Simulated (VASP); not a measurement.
# Ba4Er (P-43m) in VASP: single point with PBE

Aim: the single point of Ba4Er with PBE.

Everything below comes from runs of VASP 6.6.1. Logs are shortened: lines on timing, memory, paths and dates and some standing lists are left out, and cuts for length are marked.

## 1. The cell of the first run

The structure is cubic, space group P-43m (No. 215). The conventional cell has a = 6.617 Å, b = 6.617 Å, c = 6.617 Å, α = 90.00°, β = 90.00°, γ = 90.00°. Ba (site symmetry 3m) has 1 Er at 3.29 Å and 3 Ba at 3.99 Å within 4.3 Å. Within 4.3 Å of Er (site symmetry -43m) lie 4 Ba at 3.29 Å.

The cell was built from a structure type or drawn by symmetry, and may not be a known phase.

## 2. Single point, PBE

Input file INCAR:

```
  PREC = Accurate
  ENCUT = 500
  EDIFF = 1E-6
  ISMEAR = 0
  SIGMA = 0.2
  LREAL = F
  LASPH = T
  NELM = 200
  ALGO = Normal
  ISIF = 2
  LWAVE = F
  LCHARG = F
  GGA = PE
  NBANDS = 32
  GGA_COMPAT = F
  LMAXMIX = 6
```

Input file KPOINTS:

```
Automatic mesh
0
Gamma
  3 3 3
```

Input file POSCAR:

```
Ba4Er
1.0
    6.6167863740      0.0000000000      0.0000000000
    0.0000000000      6.6167863740      0.0000000000
    0.0000000000      0.0000000000      6.6167863740
Ba Er
4 1
Direct
    0.2866664265      0.2866664265      0.2866664265
    0.7133335735      0.7133335735      0.2866664265
    0.2866664265      0.7133335735      0.7133335735
    0.7133335735      0.2866664265      0.7133335735
    0.0000000000      0.0000000000      0.0000000000
```

Potentials or basis: VASP PAW PBE potentials, release 64 (Ba_sv, Er_3), 4f in core.

Run with:

```
$ cat potpaw_PBE.64/Ba_sv/POTCAR potpaw_PBE.64/Er_3/POTCAR > POTCAR
$ mpirun -np 1 vasp_std > vasp.out
```

OUTCAR:

```text
PREC = Accurate
   ENCUT = 500
   EDIFF = 1E-6
   ISMEAR = 0
   LREAL = F
   LASPH = T
   NELM = 200
   ISIF = 2
   GGA = PE

 ion  position               nearest neighbor table
   1  0.287  0.287  0.287-   5 3.29   3 3.99   4 3.99   2 3.99   3 4.73   4 4.73   2 4.73   3 4.73
                             2 4.73   4 4.73
   2  0.713  0.713  0.287-   5 3.29   3 3.99   4 3.99   1 3.99   1 4.73   3 4.73   1 4.73   4 4.73
                             3 4.73   4 4.73
   3  0.287  0.713  0.713-   5 3.29   2 3.99   4 3.99   1 3.99   1 4.73   4 4.73   1 4.73   2 4.73
                             2 4.73   4 4.73
   4  0.713  0.287  0.713-   5 3.29   2 3.99   3 3.99   1 3.99   1 4.73   3 4.73   1 4.73   2 4.73
                             2 4.73   3 4.73
   5  0.000  0.000  0.000-   1 3.29   2 3.29   3 3.29   4 3.29

  LATTYP: Found a simple cubic cell.
 ALAT       =     6.6167863740

  Lattice vectors:

 A1 = (   6.6167863740,   0.0000000000,   0.0000000000)
 A2 = (   0.0000000000,   6.6167863740,   0.0000000000)
 A3 = (   0.0000000000,   0.0000000000,   6.6167863740)

Analysis of symmetry for initial positions (statically):
=====================================================================
 Subroutine PRICEL returns:
 Original cell was already a primitive cell.

 Routine SETGRP: Setting up the symmetry group for a
 simple cubic supercell.

 Subroutine GETGRP returns: Found 24 space group operations
 (whereof 24 operations were pure point group operations)
 out of a pool of 48 trial point group operations.

The static configuration has the point symmetry T_d .

Analysis of symmetry for dynamics (positions and initial velocities):
=====================================================================
 Subroutine PRICEL returns:
 Original cell was already a primitive cell.

 Routine SETGRP: Setting up the symmetry group for a
 simple cubic supercell.

 Subroutine GETGRP returns: Found 24 space group operations
 (whereof 24 operations were pure point group operations)
 out of a pool of 48 trial point group operations.

The dynamic configuration has the point symmetry T_d .

 Subroutine INISYM returns: Found 24 space group operations
 (whereof 24 operations are pure point group operations),
 and found     1 'primitive' translations

[... 78 lines left out ...]
   NELM   =    200;   NELMIN=  2; NELMDL= -5     # of ELM steps
   EDIFF  = 0.1E-05   stopping-criterion for ELM
   LREAL  =      F    real-space projection
   EDIFFG = 0.1E-04   stopping-criterion for IOM
   NSW    =      0    number of steps for IOM
   IBRION =     -1    ionic relax: 0-MD 1-quasi-New 2-CG
   NFREE  =      0    steps in history (QN), initial steepest desc. (CG)
   ISIF   =      2    stress and relaxation
   ISYM   =      2    0-nonsym 1-usesym 2-fastsym
   POTIM  = 0.5000    time-step for ionic-motion
   TEBEG  =    0.0;   TEEND  =   0.0 temperature during run
   PSTRESS=    0.0 pullay stress
   NELECT =      49.0000    total number of electrons
   NUPDOWN=      -1.0000    fix difference up-down
   EMIN   =  10.00;   EMAX   =-10.00  energy-range for DOS
   EFERMI =   0.00;   METHOD = LEGACY
   ISMEAR =     0;   SIGMA  =   0.20  broadening in eV -4-tet -1-fermi 0-gaus
   EFERMI_NEDOS =   21; number of points for ismear=-14 and -15
   IALGO  =     38    algorithm
   IMIX   =      4    mixing-type and parameters
     AMIX     =   0.40;   BMIX     =  1.00
     AMIX_MAG =   1.60;   BMIX_MAG =  1.00
  volume/ion in A,a.u.               =      57.94       390.99
  Fermi-wavevector in a.u.,A,eV,Ry     =   0.905371  1.710902 11.152641  0.819696
  Thomas-Fermi vector in A             =   2.028930
   LORBIT       =      0    0 simple, 1 ext, 2 COOP (PROOUT), +10 PAW based schemes
   GGA     = PE    functional components
   LHFCALC =     F    Hartree Fock is set to
   AEXX    =    0.0000 exact exchange contribution
   IVDW    =     0    specifies the selected vdW correction
   LEPSILON=     F    determine dielectric tensor
   LRPA    =     F    only Hartree local field effects (RPA)
 non-spin polarized calculation
 Gauss-broadening in eV      SIGMA  =   0.20
  energy-cutoff  :      500.00
  volume of cell :      289.70
 maximum number of plane-waves:      7368
   NGX = 25   NGY = 25   NGZ = 25

 number of electron      48.9999985 magnetization

 Free energy of the ion-electron system (eV)
  ---------------------------------------------------
  ext. energy  EPLUGINS =         0.00000000
  ---------------------------------------------------
  free energy    TOTEN  =        -9.01898567 eV

  energy without entropy =       -8.85185306  energy(sigma->0) =       -8.93541936

 E-fermi :   1.5009     XC(G=0):  -7.5583

 val. band max:        1.4603711092   @ k =   0.3333   0.0000   0.0000
 cond. band min:       1.5714722175   @ k =   0.3333   0.3333   0.0000
 fundamental gap:      0.1111011083
 Fermi energy:         1.5009251561

 k-point     1 :       0.0000    0.0000    0.0000
  band No.  band energies     occupation
      1     -27.2097      2.00000
      2     -27.1485      2.00000
      3     -27.1485      2.00000
      4     -27.1485      2.00000
      5     -24.1564      2.00000
      6     -24.1564      2.00000
[... 129 lines left out ...]
     31       2.7326      0.00000
     32       2.8530      0.00000

------------------------ aborting loop because EDIFF is reached ----------------------------------------

  FORCE on cell =-STRESS in cart. coord.  units (eV):
  Direction    XX          YY          ZZ          XY          YZ          ZX
  --------------------------------------------------------------------------------------
  -------------------------------------------------------------------------------------
  Total        0.4929728      0.4929728      0.4929728     -0.0000000      0.0000000      0.0000000
  in kB        2.7264163      2.7264163      2.7264163     -0.0000000      0.0000000      0.0000000
  external PRESSURE =       2.7264163 kB  Pullay stress =       0.0000000 kB

 VOLUME and BASIS-vectors are now :
 -----------------------------------------------------------------------------
  energy-cutoff  :      500.00
  volume of cell :      289.70
      direct lattice vectors                 reciprocal lattice vectors
     6.616786374  0.000000000  0.000000000     0.151130767  0.000000000  0.000000000
     0.000000000  6.616786374  0.000000000     0.000000000  0.151130767  0.000000000
     0.000000000  0.000000000  6.616786374     0.000000000  0.000000000  0.151130767

 POSITION                                       TOTAL-FORCE (eV/Angst)
 -----------------------------------------------------------------------------------
      1.89681      1.89681      1.89681         0.003331      0.003331      0.003331
      4.71998      4.71998      1.89681        -0.003331     -0.003331      0.003331
      1.89681      4.71998      4.71998         0.003331     -0.003331     -0.003331
      4.71998      1.89681      4.71998        -0.003331      0.003331     -0.003331
      0.00000      0.00000      0.00000         0.000000     -0.000000     -0.000000
 -----------------------------------------------------------------------------------
    total drift:                                0.000000      0.000000      0.000000

  FREE ENERGIE OF THE ION-ELECTRON SYSTEM (eV)
  ---------------------------------------------------
  free  energy   TOTEN  =        -9.0189856654 eV

  energy  without entropy=       -8.8518530603  energy(sigma->0) =       -8.93541936
```

stdout:

```text
POSCAR found type information on POSCAR BaEr
 POSCAR found :  2 types and       5 ions
 scaLAPACK will be used
 LDA part: xc-table for (Slater+PW92), standard interpolation
 POSCAR, INCAR and KPOINTS ok, starting setup
 FFT: planning ... GRIDC
 FFT: planning ... GRID_SOFT
 FFT: planning ... GRID
 WAVECAR not read
 entering main loop
```

Wall time 23 s (1 thread of AMD EPYC 9R45 (Zen 5), shared host); peak memory 0.29 GiB.

What came out:

```yaml
Free_energy: -9.0190 eV
Pressure: 0.3 GPa
Largest_force: 0.006 eV/Å
Band_gap_on_the_k_mesh: zero (an odd number of electrons rules out a gap without spin polarisation)
```

Forces on the atoms (eV/Å):
```
Ba   0.003  0.003  0.003
Ba  -0.003 -0.003  0.003
Ba   0.003 -0.003 -0.003
Ba  -0.003  0.003 -0.003
Er   0.000  0.000  0.000
```

Levels at points of the mesh, in eV from the Fermi level:
| k point | band 21 | band 22 | band 23 | band 24 | band 25 | band 26 | band 27 | band 28 | band 29 | band 30 |
| --- | --- | --- | --- | --- | --- | --- | --- | --- | --- | --- |
| (0.00, 0.00, 0.00) | -0.68 | -0.68 | -0.68 | -0.36 | -0.36 | -0.35 | 0.97 | 0.97 | 1.16 | 1.16 |

Caveat: spin-orbit coupling is left out, which moves the levels of the heavy elements; the 4f electrons are frozen in the core, so they carry no moment and show no levels. Spin polarisation is off, so any magnetic state and its effect on volume and gap are missing.
